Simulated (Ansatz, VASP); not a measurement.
One calculation of SrAg3, two programs

```xyz
4
Lattice="4.5402 0.0000 0.0000 0.0000 4.5402 0.0000 0.0000 0.0000 4.5402" Properties=species:S:1:pos:R:3 pbc="T T T"
Sr    0.0000    0.0000    0.0000
Ag    0.0000    2.2701    2.2701
Ag    2.2701    2.2701    0.0000
Ag    2.2701    0.0000    2.2701
```

Alike in both runs: task single point; functional PBE; k mesh 8 × 8 × 8; occupations gaussian, width 0.05 eV; no spin polarisation.

|  | VASP | Ansatz |
| --- | --- | --- |
| version | VASP 6.6.1 | Ansatz 0.2.0 |
| potentials or method | VASP PAW PBE potentials, release 64 (Sr_sv, Ag), cutoff 520 eV | scalar-relativistic, plane waves, PAW |
| valence electrons in the cell | 43 | 67 |

|  | VASP | Ansatz | Ansatz less VASP |
| --- | --- | --- | --- |
| gap on the k mesh at the Fermi level (eV) | none | none | - |
| pressure (GPa) | 1.0 | 0.9 | -0.13 |

A gap of «none» marks a metal or a gap that the smearing closes. VASP's potentials hold 43 valence electrons a cell and Ansatz's 67, so a difference there can come from the potentials and not from the codes.
